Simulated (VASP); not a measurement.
# Os (P6_3/mmc) in VASP: settings compared, part 2 of 2

VASP 6.6.1. The steps go on from the part before.

## 3. Single point, PBE

This run uses another cell than the first one, of 13.98 Å³/atom.

Input file INCAR:

```
SYSTEM = Os
ALGO = Normal
EDIFF = 1E-6
ENCUT = 520
GGA = PE
ISIF = 2
ISMEAR = 0
LASPH = .True.
LCHARG = .True.
LELF = .True.
LREAL = .False.
LVHAR = .True.
LWAVE = .False.
NBANDS = 15
NELM = 60
PREC = Accurate
SIGMA = 0.020999999999999998
```

Input file KPOINTS:

```
k-points
0
Gamma
  11 11 6
  0 0 0
```

Input file POSCAR:

```
Os
1.0
    2.7341000000      0.0000000000      0.0000000000
   -1.3670500000      2.3678000565      0.0000000000
    0.0000000000      0.0000000000      4.3197000000
Os
2
Direct
    0.6666666667      0.3333333333      0.7500000000
    0.3333333333      0.6666666667      0.2500000000
```

Potentials or basis: VASP PAW PBE potentials, release 64 (Os).

Run with:

```sh
$ cat potpaw_PBE.64/Os/POTCAR > POTCAR
$ mpirun -np 1 vasp_std > vasp.out
```

OUTCAR:

```text
SYSTEM = Os
   EDIFF = 1E-6
   ENCUT = 520
   GGA = PE
   ISIF = 2
   ISMEAR = 0
   LASPH = .True.
   LREAL = .False.
   NELM = 60
   PREC = Accurate

 ion  position               nearest neighbor table
   1  0.667  0.333  0.750-   2 2.68   2 2.68   2 2.68   2 2.68   2 2.68   2 2.68
   2  0.333  0.667  0.250-   1 2.68   1 2.68   1 2.68   1 2.68   1 2.68   1 2.68

  LATTYP: Found a hexagonal cell.
 ALAT       =     2.7341000000
 C/A-ratio  =     1.5799348963

  Lattice vectors:

 A1 = (   2.7341000000,   0.0000000000,   0.0000000000)
 A2 = (  -1.3670500000,   2.3678000565,   0.0000000000)
 A3 = (   0.0000000000,   0.0000000000,   4.3197000000)

Analysis of symmetry for initial positions (statically):
=====================================================================
 Subroutine PRICEL returns:
 Original cell was already a primitive cell.

 Routine SETGRP: Setting up the symmetry group for a
 hexagonal supercell.

 Subroutine GETGRP returns: Found 24 space group operations
 (whereof 12 operations were pure point group operations)
 out of a pool of 24 trial point group operations.

The static configuration has the point symmetry D_3d.
 The point group associated with its full space group is D_6h.

Analysis of symmetry for dynamics (positions and initial velocities):
=====================================================================
 Subroutine PRICEL returns:
 Original cell was already a primitive cell.

 Routine SETGRP: Setting up the symmetry group for a
 hexagonal supercell.

 Subroutine GETGRP returns: Found 24 space group operations
 (whereof 12 operations were pure point group operations)
 out of a pool of 24 trial point group operations.

The dynamic configuration has the point symmetry D_3d.
 The point group associated with its full space group is D_6h.

 Subroutine INISYM returns: Found 24 space group operations
 (whereof 12 operations are pure point group operations),
 and found     1 'primitive' translations
[... 122 lines left out ...]
   AEXX    =    0.0000 exact exchange contribution
   IVDW    =     0    specifies the selected vdW correction
   LEPSILON=     F    determine dielectric tensor
   LRPA    =     F    only Hartree local field effects (RPA)
 non-spin polarized calculation
 Gauss-broadening in eV      SIGMA  =   0.02
  energy-cutoff  :      520.00
  volume of cell :       27.96
 maximum number of plane-waves:       768
   NGX = 11   NGY = 11   NGZ = 17

 number of electron      15.9999998 magnetization

 Free energy of the ion-electron system (eV)
  ---------------------------------------------------
  ext. energy  EPLUGINS =         0.00000000
  ---------------------------------------------------
  free energy    TOTEN  =       -22.46801238 eV

  energy without entropy =      -22.46763354  energy(sigma->0) =      -22.46782296

 E-fermi :   9.4116     XC(G=0): -14.0601

 val. band max:        9.4069883129   @ k =   0.0909   0.0000   0.3333
 cond. band min:       9.4908390358   @ k =   0.3636   0.0909   0.3333
 fundamental gap:      0.0838507230
 Fermi energy:         9.4116331899

 k-point     1 :       0.0000    0.0000    0.0000
  band No.  band energies     occupation
      1      -1.4737      2.00000
      2       1.6789      2.00000
      3       6.4220      2.00000
      4       6.4220      2.00000
      5       6.6709      2.00000
      6       7.2648      2.00000
      7       7.2648      2.00000
      8       7.9108      2.00000
      9       7.9108      2.00000
     10       9.4970      0.00000
     11      11.1642      0.00000
     12      11.1642      0.00000
     13      18.5534      0.00000
     14      23.5114      0.00000
[... 401 lines left out ...]
      2       3.2865      2.00000
      3       4.6949      2.00000
      4       4.9186      2.00000
      5       6.1722      2.00000
      6       6.7904      2.00000
      7       7.3674      2.00000
      8       8.3204      2.00000
      9       8.9318      2.00000
     10       9.3105      2.00000
     11      11.6035      0.00000
     12      15.0213      0.00000
     13      20.0220      0.00000
     14      24.6021      0.00000
     15      25.6917      0.00000

 [... further k-points ...]

------------------------ aborting loop because EDIFF is reached ----------------------------------------

  FORCE on cell =-STRESS in cart. coord.  units (eV):
  Direction    XX          YY          ZZ          XY          YZ          ZX
  --------------------------------------------------------------------------------------
  -------------------------------------------------------------------------------------
  Total        1.5184921      1.5184921      1.5685883     -0.0000000     -0.0000000      0.0000000
  in kB       86.9981677     86.9981677     89.8683012     -0.0000000     -0.0000000      0.0000000
  external PRESSURE =      87.9548789 kB  Pullay stress =       0.0000000 kB

 VOLUME and BASIS-vectors are now :
 -----------------------------------------------------------------------------
  energy-cutoff  :      520.00
  volume of cell :       27.96
      direct lattice vectors                 reciprocal lattice vectors
     2.734100000  0.000000000  0.000000000     0.365751070  0.211166479  0.000000000
    -1.367050000  2.367800057  0.000000000     0.000000000  0.422332957  0.000000000
     0.000000000  0.000000000  4.319700000     0.000000000  0.000000000  0.231497558

 POSITION                                       TOTAL-FORCE (eV/Angst)
 -----------------------------------------------------------------------------------
      1.36705      0.78927      3.23977         0.000000      0.000000      0.000000
     -0.00000      1.57853      1.07993        -0.000000     -0.000000      0.000000
 -----------------------------------------------------------------------------------
    total drift:                               -0.000000      0.000000     -0.000000

  FREE ENERGIE OF THE ION-ELECTRON SYSTEM (eV)
  ---------------------------------------------------
  free  energy   TOTEN  =       -22.4680123848 eV

  energy  without entropy=      -22.4676335359  energy(sigma->0) =      -22.46782296
```

OSZICAR:

```text
N       E                     dE             d eps       ncg     rms          rms(c)
DAV:   1     0.101627667924E+03    0.10163E+03   -0.75255E+03  1928   0.103E+03
DAV:   2    -0.190201860045E+02   -0.12065E+03   -0.10553E+03  1955   0.324E+02
DAV:   3    -0.238279138437E+02   -0.48077E+01   -0.46102E+01  2627   0.568E+01
DAV:   4    -0.238658775251E+02   -0.37964E-01   -0.37941E-01  2081   0.520E+00
DAV:   5    -0.238660730747E+02   -0.19555E-03   -0.19554E-03  2634   0.353E-01    0.234E+01
DAV:   6    -0.227930677267E+02    0.10730E+01   -0.86685E-01  2410   0.793E+00    0.107E+01
DAV:   7    -0.224761825051E+02    0.31689E+00   -0.60344E-01  2424   0.648E+00    0.569E-01
DAV:   8    -0.224695509481E+02    0.66316E-02   -0.64912E-03  1983   0.613E-01    0.257E-01
DAV:   9    -0.224680145238E+02    0.15364E-02   -0.12009E-03  2396   0.353E-01    0.484E-02
DAV:  10    -0.224680348219E+02   -0.20298E-04   -0.27832E-05  2410   0.410E-02    0.848E-03
DAV:  11    -0.224680132837E+02    0.21538E-04   -0.44104E-06  2151   0.232E-02    0.921E-04
DAV:  12    -0.224680123848E+02    0.89897E-06   -0.77634E-08  1338   0.290E-03
   1 F= -.22468012E+02 E0= -.22467823E+02  d E =-.378849E-03
```

stdout:

```text
POSCAR found type information on POSCAR Os
 POSCAR found :  1 types and       2 ions
 scaLAPACK will be used
 LDA part: xc-table for (Slater+PW92), standard interpolation
 POSCAR, INCAR and KPOINTS ok, starting setup
 FFT: planning ... GRIDC
 FFT: planning ... GRID_SOFT
 FFT: planning ... GRID
 WAVECAR not read
 entering main loop
```

Wall time 34 s (1 thread of Intel Xeon 8259CL, shared host); peak memory 0.15 GiB.

What came out:

```
Free energy            : -22.4680 eV
Pressure               : 8.8 GPa
Band gap on the k mesh : zero (bands 8 and 9 overlap by 3.89 eV)
```

Stress tensor (GPa, compression positive):
```
8.70 0.00 0.00
0.00 8.70 0.00
0.00 0.00 8.99
```

Caveat: the cell stands under pressure; spin-orbit coupling is left out, which moves the levels of the heavy elements.

## 4. Single point, PBE

This run uses another cell than the first one, of 14.28 Å³/atom.

Input file INCAR:

```
  PREC = Accurate
  ENCUT = 520
  EDIFF = 1E-7
  ISMEAR = -1
  SIGMA = 0.05
  LREAL = F
  LASPH = T
  NELM = 80
  ALGO = Normal
  ISIF = 2
  LWAVE = F
  LCHARG = T
  GGA = PE
  LELF = T
  LVHAR = T
  NBANDS = 15
```

Input file KPOINTS:

```
Automatic mesh
0
Gamma
  11 11 6
```

Input file POSCAR:

```
Os
1.0
    2.7537865852      0.0000000000      0.0000000000
   -1.3768932926      2.3848491394      0.0000000000
    0.0000000000      0.0000000000      4.3492977114
Os
2
Direct
    0.6666666667      0.3333333333      0.7500000000
    0.3333333333      0.6666666667      0.2500000000
```

Run with:

```sh
$ cat potpaw_PBE.64/Os/POTCAR > POTCAR
$ mpirun -np 1 vasp_std > vasp.out
```

Run time: 44 s. Hardware: 1 thread of Intel Xeon 8259CL, shared host; peak memory 0.15 GiB.

Results (log left out):

* Free energy: -22.4899 eV
* Pressure: -0.2 GPa
* Band gap on the k mesh: zero (bands 8 and 9 overlap by 3.76 eV)

Stress tensor (GPa, compression positive):
```
-0.12  0.00  0.00
 0.00 -0.12  0.00
 0.00  0.00 -0.27
```

Levels at points of the mesh, in eV from the Fermi level:
```csv
k point,band 4,band 5,band 6,band 7,band 8,band 9,band 10,band 11,band 12,band 13
"(0.00, 0.00, 0.00)",-2.91,-2.67,-2.10,-2.10,-1.48,-1.48,0.07,1.68,1.68,8.88
"(0.00, 0.00, 0.50)",-3.43,-3.11,-3.11,-3.11,-3.11,0.91,0.91,0.91,0.91,13.78
```

Caveat: spin-orbit coupling is left out, which moves the levels of the heavy elements.

## 5. Relaxation of cell and atoms, revPBE+D3(BJ)

This run uses another cell than the first one, of 13.98 Å³/atom.

Input file INCAR:

```
SYSTEM = Os
  PREC = Accurate
  ENCUT = 600
  EDIFF = 1E-7
  ISMEAR = -1
  SIGMA = 0.05
  LREAL = .FALSE.
  LASPH = .TRUE.
  NELM = 60
  ALGO = Normal
  ISIF = 3
  LWAVE = .FALSE.
  LCHARG = .FALSE.
  GGA = RE
  IVDW = 12
  IBRION = 2
  NSW = 60
  EDIFFG = -0.01
```

Input file KPOINTS:

```
regular mesh
0
G
  11 11 6
  0 0 0
```

Input file POSCAR:

```
Os
1.0
    2.7341000000      0.0000000000      0.0000000000
   -1.3670500000      2.3678000565      0.0000000000
    0.0000000000      0.0000000000      4.3197000000
Os
2
Direct
    0.6666666667      0.3333333333      0.7500000000
    0.3333333333      0.6666666667      0.2500000000
```

Run with:

```sh
$ cat potpaw_PBE.64/Os/POTCAR > POTCAR
$ mpirun -np 1 vasp_std > vasp.out
```

Run time: 2.1 min. Hardware: 1 thread of Intel Xeon 8259CL, shared host; peak memory 0.18 GiB.

It converged, with:

```yaml
Free_energy: -23.8353 eV
Relaxed_volume: 13.90 Å³/atom
Relaxed_cell: a = 2.728 Å, b = 2.728 Å, c = 4.314 Å, α = 90.00°, β = 90.00°, γ = 120.00°
Space_group_after_relaxing_to_0.1_Å: P6_3/mmc (No. 194)
Energy_gained_by_relaxing: 0.6 meV/atom
Ionic_steps: 5
Pressure_after_relaxing: 0.0 GPa
Band_gap_on_the_k_mesh: zero (bands 8 and 9 overlap by 3.92 eV)
Dispersion_energy_per_atom: -1.210 eV
```

The path:
```tsv
step	energy change (eV)	largest force (eV/Å)	pressure (GPa)	volume (Å³)
1	0.0000	0.0000	-2.43	27.96
2	0.0233	0.0000	11.70	27.11
3	-0.0012	0.0000	0.01	27.81
4	-0.0012	0.0000	-0.02	27.81
5	-0.0013	0.0000	0.00	27.81
```

Final structure:
```
Os
1.0
     2.72811    0.00000    0.00000
    -1.36406    2.36262    0.00000
     0.00000    0.00000    4.31409
Os
2
Direct
  0.66667 0.33333 0.75000
  0.33333 0.66667 0.25000
```

Levels at points of the mesh, in eV from the Fermi level:
```csv
k point,band 5,band 6,band 7,band 8,band 9,band 10,band 11,band 12
"(0.00, 0.00, 0.00)",-2.79,-2.18,-2.18,-1.52,-1.52,0.05,1.75,1.75
"(0.00, 0.00, 0.50)",-3.23,-3.23,-3.23,-3.23,0.95,0.95,0.95,0.95
```

Caveat: the PAW data sets were made with another functional, which shifts forces and pressure a little; spin-orbit coupling is left out, which moves the levels of the heavy elements.

## 6. Summary

| task | level | cell | cutoff (eV) | smearing | gap on the mesh (eV) | pressure (GPa) |
| --- | --- | --- | --- | --- | --- | --- |
| single point | revPBE+D3(BJ) | a = 2.728, b = 2.728, c = 4.315 Å, angles 90.0, 90.0, 120.0°, 2 atoms | 520 | fermi-dirac 0.05 eV | none | -0.1 |
| single point | PBE | a = 2.734, b = 2.734, c = 4.320 Å, angles 90.0, 90.0, 120.0°, 2 atoms | 520 | gaussian 0.021 eV | none | 8.8 |
| single point | PBE | a = 2.754, b = 2.754, c = 4.349 Å, angles 90.0, 90.0, 120.0°, 2 atoms | 520 | fermi-dirac 0.05 eV | none | -0.2 |
| relaxation of cell and atoms | revPBE+D3(BJ) | relaxed from a = 2.734, b = 2.734, c = 4.320 Å, angles 90.0, 90.0, 120.0°, 2 atoms | 600 | fermi-dirac 0.05 eV | none | 0.0 |

Alike in all rows: potentials or basis VASP PAW PBE potentials, release 64 (Os); no spin polarisation; k mesh 11 × 11 × 6.

Caveats: spin-orbit coupling is left out, which moves the levels of the heavy elements; the PAW data sets were made with another functional, which shifts forces and pressure a little (at least some runs); the cell stands under pressure (at least some runs).

Total energies depend on the potentials used, so only differences within one code and one set of settings carry meaning.
